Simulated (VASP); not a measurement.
# Al2P2H in VASP: single point with PBE

Aim: the single point of Al2P2H with PBE.

Program: VASP 6.6.1. These are calculated values, not measurements. Logs are shortened: lines on timing, memory, paths and dates and some standing lists are left out, and cuts for length are marked.

## (1) The cell of the first run

The cell holds a wire or tube with vacuum around it, 10 atoms: a = 23.400 Å, b = 9.300 Å, c = 3.940 Å, α = 90.00°, β = 90.00°, γ = 90.00°.

## (2) Single point, PBE, collinear spin

File INCAR:

```
SYSTEM = Al2P2H
ALGO = Normal
EDIFF = 1E-6
ENCUT = 400
GGA = PE
GGA_COMPAT = .FALSE.
ISIF = 2
ISMEAR = 0
ISPIN = 2
LASPH = .TRUE.
LCHARG = .FALSE.
LORBIT = 11
LREAL = .FALSE.
LWAVE = .FALSE.
MAGMOM = 0 0 0 -1 1 0 0 0 0 0
NBANDS = 32
NELM = 200
PREC = Accurate
SIGMA = 0.05
```

File KPOINTS:

```
k-points
0
G
  1 1 14
  0 0 0
```

File POSCAR:

```
Al2P2H
1.0
   23.4000000000      0.0000000000      0.0000000000
    0.0000000000      9.3000000000      0.0000000000
    0.0000000000      0.0000000000      3.9395179293
Al P H
4 4 2
Direct
    0.3017537000      0.4998657827      0.0000000000
    0.4475538114      0.4998657827      0.5000000000
    0.5933539227      0.4998657827      1.0000000000
    0.7391540340      0.4998657827      0.5000000000
    0.2531536629      0.5001342173      0.5000000000
    0.3989537742      0.5001342173      0.0000000000
    0.5447538856      0.5001342173      0.5000000000
    0.6905539969      0.5001342173      0.0000000000
    0.8075300612      0.5000546148      0.5000000000
    0.1924699388      0.4999666288      0.5000000000
```

Potentials or basis: VASP PAW PBE potentials, release 64 (Al, P, H).

On the command line:

```
$ cat potpaw_PBE.64/Al/POTCAR potpaw_PBE.64/P/POTCAR potpaw_PBE.64/H/POTCAR > POTCAR
$ mpirun -np 1 vasp_std > vasp.out
```

OUTCAR:

```text
SYSTEM = Al2P2H
   EDIFF = 1E-6
   ENCUT = 400
   GGA = PE
   ISIF = 2
   ISMEAR = 0
   ISPIN = 2
   LASPH = .TRUE.
   LORBIT = 11
   LREAL = .FALSE.
   NELM = 200
   PREC = Accurate

 ion  position               nearest neighbor table
   1  0.302  0.500  0.000-   6 2.27   5 2.27   5 2.27
   2  0.448  0.500  0.500-   7 2.27   6 2.27   6 2.27
   3  0.593  0.500  0.000-   8 2.27   7 2.27   7 2.27
   4  0.739  0.500  0.500-   9 1.60   8 2.27   8 2.27
   5  0.253  0.500  0.500-  10 1.42   1 2.27   1 2.27
   6  0.399  0.500  0.000-   1 2.27   2 2.27   2 2.27
   7  0.545  0.500  0.500-   2 2.27   3 2.27   3 2.27
   8  0.691  0.500  0.000-   3 2.27   4 2.27   4 2.27
   9  0.808  0.500  0.500-   4 1.60
  10  0.192  0.500  0.500-   5 1.42

  LATTYP: Found a simple orthorhombic cell.
 ALAT       =     3.9395179293
 B/A-ratio  =     2.3606949294
 C/A-ratio  =     5.9398130482

  Lattice vectors:

 A1 = (   0.0000000000,   0.0000000000,  -3.9395179293)
 A2 = (   0.0000000000,   9.3000000000,   0.0000000000)
 A3 = (  23.4000000000,   0.0000000000,   0.0000000000)

Analysis of symmetry for initial positions (statically):
=====================================================================
 Subroutine PRICEL returns:
 Original cell was already a primitive cell.

 Routine SETGRP: Setting up the symmetry group for a
 simple orthorhombic supercell.

 Subroutine GETGRP returns: Found  2 space group operations
 (whereof  2 operations were pure point group operations)
 out of a pool of  8 trial point group operations.

The static configuration has the point symmetry C_1h.

Analysis of symmetry for dynamics (positions and initial velocities):
=====================================================================
 Subroutine PRICEL returns:
 Original cell was already a primitive cell.

 Routine SETGRP: Setting up the symmetry group for a
 simple orthorhombic supercell.

 Subroutine GETGRP returns: Found  2 space group operations
 (whereof  2 operations were pure point group operations)
 out of a pool of  8 trial point group operations.

The dynamic configuration has the point symmetry C_1h.

Analysis of structural, dynamic, and magnetic symmetry:
=====================================================================
 Subroutine PRICEL returns:
 Original cell was already a primitive cell.

 Routine SETGRP: Setting up the symmetry group for a
 simple orthorhombic supercell.

 Subroutine GETGRP returns: Found  2 space group operations
 (whereof  2 operations were pure point group operations)
 out of a pool of  8 trial point group operations.

The overall configuration has the point symmetry C_1h.

 Subroutine INISYM returns: Found  2 space group operations
 (whereof  2 operations are pure point group operations),
 and found     1 'primitive' translations

----------------------------------------------------------------------------------------

                                     Primitive cell

  volume of cell :     857.3179

  direct lattice vectors                    reciprocal lattice vectors
    23.400000000  0.000000000  0.000000000     0.042735043  0.000000000  0.000000000
     0.000000000  9.300000000  0.000000000     0.000000000  0.107526882  0.000000000
     0.000000000  0.000000000  3.939517929     0.000000000  0.000000000  0.253838164

  length of vectors
    23.400000000  9.300000000  3.939517929     0.042735043  0.107526882  0.253838164

  position of ions in fractional coordinates (direct lattice)
     0.301753700  0.499865783  0.000000000
     0.447553811  0.499865783  0.500000000
     0.593353923  0.499865783  0.000000000
     0.739154034  0.499865783  0.500000000
     0.253153663  0.500134217  0.500000000
     0.398953774  0.500134217  0.000000000
     0.544753886  0.500134217  0.500000000
     0.690553997  0.500134217  0.000000000
     0.807530061  0.500054615  0.500000000
     0.192469939  0.499966629  0.500000000

[... 55 lines left out ...]
   NGX,Y,Z   is equivalent  to a cutoff of  11.37, 11.44, 11.82 a.u.
   NGXF,Y,Z  is equivalent  to a cutoff of  22.73, 22.88, 23.63 a.u.
 SYSTEM =  Al2P2H
   PREC   = accura    normal or accurate (medium, high low for compatibility)
   ISTART =      0    job   : 0-new  1-cont  2-samecut
   ICHARG =      2    charge: 1-file 2-atom 10-const
   ISPIN  =      2    spin polarized calculation?
   LNONCOLLINEAR =      F non collinear calculations
   LSORBIT =      F    spin-orbit coupling
   LASPH  =      T    aspherical Exc in radial PAW
   ENCUT  =  400.0 eV  29.40 Ry    5.42 a.u.  38.16 15.17  6.42*2*pi/ulx,y,z
   NELM   =    200;   NELMIN=  2; NELMDL= -5     # of ELM steps
   EDIFF  = 0.1E-05   stopping-criterion for ELM
   LREAL  =      F    real-space projection
   EDIFFG = 0.1E-04   stopping-criterion for IOM
   NSW    =      0    number of steps for IOM
   IBRION =     -1    ionic relax: 0-MD 1-quasi-New 2-CG
   NFREE  =      0    steps in history (QN), initial steepest desc. (CG)
   ISIF   =      2    stress and relaxation
   ISYM   =      2    0-nonsym 1-usesym 2-fastsym
   POTIM  = 0.5000    time-step for ionic-motion
   TEBEG  =    0.0;   TEEND  =   0.0 temperature during run
   PSTRESS=    0.0 pullay stress
   NELECT =      34.0000    total number of electrons
   NUPDOWN=      -1.0000    fix difference up-down
   EMIN   =  10.00;   EMAX   =-10.00  energy-range for DOS
   EFERMI =   0.00;   METHOD = LEGACY
   ISMEAR =     0;   SIGMA  =   0.05  broadening in eV -4-tet -1-fermi 0-gaus
   EFERMI_NEDOS =   21; number of points for ismear=-14 and -15
   IALGO  =     38    algorithm
   IMIX   =      4    mixing-type and parameters
     AMIX     =   0.40;   BMIX     =  1.00
     AMIX_MAG =   1.60;   BMIX_MAG =  1.00
  volume/ion in A,a.u.               =      85.73       578.55
  Fermi-wavevector in a.u.,A,eV,Ry     =   0.558282  1.055001  4.240652  0.311679
  Thomas-Fermi vector in A             =   1.593239
   LORBIT       =     11    0 simple, 1 ext, 2 COOP (PROOUT), +10 PAW based schemes
   GGA     = PE    functional components
   LHFCALC =     F    Hartree Fock is set to
   AEXX    =    0.0000 exact exchange contribution
   IVDW    =     0    specifies the selected vdW correction
   LEPSILON=     F    determine dielectric tensor
   LRPA    =     F    only Hartree local field effects (RPA)
 spin polarized calculation
 Gauss-broadening in eV      SIGMA  =   0.05
  energy-cutoff  :      400.00
  volume of cell :      857.32
 maximum number of plane-waves:     15639
 NGX is ok and might be reduce to   160
   NGX = 77   NGY = 31   NGZ = 13

 number of electron      33.9999999 magnetization      -0.0000000

 number of electron      34.0000000 magnetization       0.0000000

 Free energy of the ion-electron system (eV)
  ---------------------------------------------------
  ext. energy  EPLUGINS =         0.00000000
  ---------------------------------------------------
  free energy    TOTEN  =       -43.22398330 eV

  energy without entropy =      -43.22398330  energy(sigma->0) =      -43.22398330

 E-fermi :  -2.9567     XC(G=0):  -2.9202

 val. band max:       -3.2150057274   @ k =   0.0000   0.0000   0.5000
 cond. band min:      -0.9583760591   @ k =   0.0000   0.0000   0.0000
 fundamental gap:      2.2566296683
 Fermi energy:        -2.9566879973

 spin component 1

 k-point     1 :       0.0000    0.0000    0.0000
  band No.  band energies     occupation
      1     -13.9170      1.00000
      2     -13.6983      1.00000
      3     -13.3241      1.00000
      4     -12.9022      1.00000
      5      -8.7094      1.00000
      6      -8.1642      1.00000
[... 245 lines left out ...]
     28       2.8052      0.00000
     29       2.9221      0.00000
 Fermi energy:        -2.9566879973

 spin component 2

 k-point     1 :       0.0000    0.0000    0.0000
  band No.  band energies     occupation
      1     -13.9170      1.00000
      2     -13.6983      1.00000
      3     -13.3241      1.00000
      4     -12.9022      1.00000
      5      -8.7094      1.00000
      6      -8.1642      1.00000
[... 245 lines left out ...]
     28       2.8055      0.00000
     29       2.9221      0.00000
 [bands above 29 left out]

------------------------ aborting loop because EDIFF is reached ----------------------------------------

  FORCE on cell =-STRESS in cart. coord.  units (eV):
  Direction    XX          YY          ZZ          XY          YZ          ZX
  --------------------------------------------------------------------------------------
  -------------------------------------------------------------------------------------
  Total       -1.3254140     -0.0130709     -0.4510380      0.0006347      0.0000000      0.0000000
  in kB       -2.4769672     -0.0244272     -0.8429111      0.0011861      0.0000000      0.0000000
  external PRESSURE =      -1.1147685 kB  Pullay stress =       0.0000000 kB

 VOLUME and BASIS-vectors are now :
 -----------------------------------------------------------------------------
  energy-cutoff  :      400.00
  volume of cell :      857.32
      direct lattice vectors                 reciprocal lattice vectors
    23.400000000  0.000000000  0.000000000     0.042735043  0.000000000  0.000000000
     0.000000000  9.300000000  0.000000000     0.000000000  0.107526882  0.000000000
     0.000000000  0.000000000  3.939517929     0.000000000  0.000000000  0.253838164

 POSITION                                       TOTAL-FORCE (eV/Angst)
 -----------------------------------------------------------------------------------
      7.06104      4.64875      0.00000        -0.515026     -0.000885      0.000000
     10.47276      4.64875      1.96976        -0.043135      0.000125      0.000000
     13.88448      4.64875      0.00000        -0.031197      0.000339      0.000000
     17.29620      4.64875      1.96976         0.245557      0.002623      0.000000
      5.92380      4.65125      1.96976         0.368476      0.002698      0.000000
      9.33552      4.65125      0.00000         0.001789      0.000214      0.000000
     12.74724      4.65125      1.96976        -0.003172     -0.000219      0.000000
     16.15896      4.65125      0.00000        -0.050623     -0.000961      0.000000
     18.89620      4.65051      1.96976        -0.165877     -0.001847      0.000000
      4.50380      4.64969      1.96976         0.193208     -0.002088      0.000000
 -----------------------------------------------------------------------------------
    total drift:                                0.000200      0.000067     -0.000000

  FREE ENERGIE OF THE ION-ELECTRON SYSTEM (eV)
  ---------------------------------------------------
  free  energy   TOTEN  =       -43.2239833037 eV

  energy  without entropy=      -43.2239833037  energy(sigma->0) =      -43.22398330

 total charge

# of ion       s       p       d       tot
------------------------------------------
    1        0.408   0.375   0.000   0.783
    2        0.412   0.370   0.000   0.783
    3        0.414   0.371   0.000   0.785
    4        0.425   0.375   0.000   0.800
    5        0.987   1.606   0.000   2.593
    6        1.002   1.593   0.000   2.594
    7        1.004   1.591   0.000   2.595
    8        1.004   1.594   0.000   2.598
    9        0.542   0.006   0.000   0.549
   10        0.547   0.023   0.000   0.571
--------------------------------------------------
tot          6.746   7.905   0.000  14.650

 magnetization (x)

# of ion       s       p       d       tot
------------------------------------------
    1        0.000   0.000   0.000   0.000
    2        0.000   0.000   0.000   0.000
    3       -0.000   0.000   0.000  -0.000
    4       -0.000   0.000   0.000   0.000
    5       -0.000  -0.000   0.000  -0.000
    6       -0.000  -0.000   0.000  -0.000
    7       -0.000  -0.000   0.000  -0.000
    8       -0.000  -0.000   0.000  -0.000
    9        0.000   0.000   0.000   0.000
   10        0.000   0.000   0.000   0.000
--------------------------------------------------
tot          0.000  -0.000   0.000  -0.000
```

It took 28 min on 1 thread of Oxide Virtual Turin-like, shared host; peak memory 0.89 GiB.

What came out:

| Item | Value |
| --- | --- |
| Free energy | -43.2240 eV |
| Largest force | 0.515 eV/Å |
| Band gap on the k mesh | 2.26 eV (least direct gap 2.32 eV) |
| Net moment | 0.00 μB per cell |
| Valence electrons inside the program's atomic spheres | Al 0.78, 0.79, 0.80 (each value once); P 2.59, 2.60 (each value once); H 0.55, 0.57 |

Forces in eV/Å, atoms in the order of the input:
```
Al  -0.515 -0.001  0.000
Al  -0.043  0.000  0.000
Al  -0.031  0.000  0.000
Al   0.246  0.003  0.000
P    0.368  0.003  0.000
P    0.002  0.000  0.000
P   -0.003  0.000  0.000
P   -0.051 -0.001  0.000
H   -0.166 -0.002  0.000
H    0.193 -0.002  0.000
```
